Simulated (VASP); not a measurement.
**ZrB2: single point with PBE-based screened hybrid**

Crystal: ZrB2.

```
Zr B
1.0
     3.17000    0.00000    0.00000
    -1.58500    2.74530    0.00000
     0.00000    0.00000    3.53300
Zr B
1 2
Direct
  0.00000 0.00000 0.00000
  0.66667 0.33333 0.50000
  0.33333 0.66667 0.50000
```

```json
{"Program": "VASP 6.6.1", "Task": "single point", "Functional": "PBE-based screened hybrid", "Potentials or basis": "VASP PAW PBE potentials, release 64 (Zr_sv, B)", "Cutoff": "520 eV", "k mesh": "6 × 6 × 4", "Occupations": "fermi-dirac, width 0.05 eV", "Spin": "no spin polarisation", "Dipole correction": "no", "Grid for exact exchange (PRECFOCK)": "Normal", "Share of exact exchange": "0.35", "Further INCAR settings": "ALGO = Normal; EDIFF = 1e-06; NBANDS = 16", "Screening parameter": "0.20787 1/Å"}
```

```json
{"Pressure": "-3.2 GPa", "Band gap on the k mesh": "zero (band 9 reaches 11.29 eV, above the bottom of band 10 at 10.38 eV)"}
```

Stress tensor (GPa, compression positive):
```
-2.40  0.00  0.00
 0.00 -2.40  0.00
 0.00  0.00 -4.77
```

Levels at points of the mesh, in eV from the Fermi level:
| k point | band 5 | band 6 | band 7 | band 8 | band 9 | band 10 | band 11 | band 12 | band 13 | band 14 |
| --- | --- | --- | --- | --- | --- | --- | --- | --- | --- | --- |
| (0.00, 0.00, 0.00) | -15.07 | -3.10 | -3.10 | -2.89 | -2.79 | 4.59 | 4.59 | 5.40 | 5.40 | 5.80 |
| (0.50, 0.00, 0.00) | -10.62 | -10.21 | -4.47 | -3.69 | -2.93 | 2.86 | 3.27 | 6.25 | 6.28 | 7.39 |
| (0.00, 0.00, 0.50) | -12.73 | -8.35 | -1.16 | -1.16 | 0.97 | 0.97 | 1.40 | 1.40 | 2.86 | 6.01 |
| (0.50, 0.00, 0.50) | -11.76 | -8.36 | -5.41 | -4.87 | -2.66 | 4.95 | 5.01 | 6.66 | 7.69 | 8.00 |

Wall time 22 min on 1 thread of AMD EPYC 7R13 Processor (Zen 3), on a shared host, peak memory 0.23 GiB.

Caveat: the k points lie up to 0.44 Å⁻¹ apart; the PAW data sets were made with another functional, which shifts forces and pressure a little.
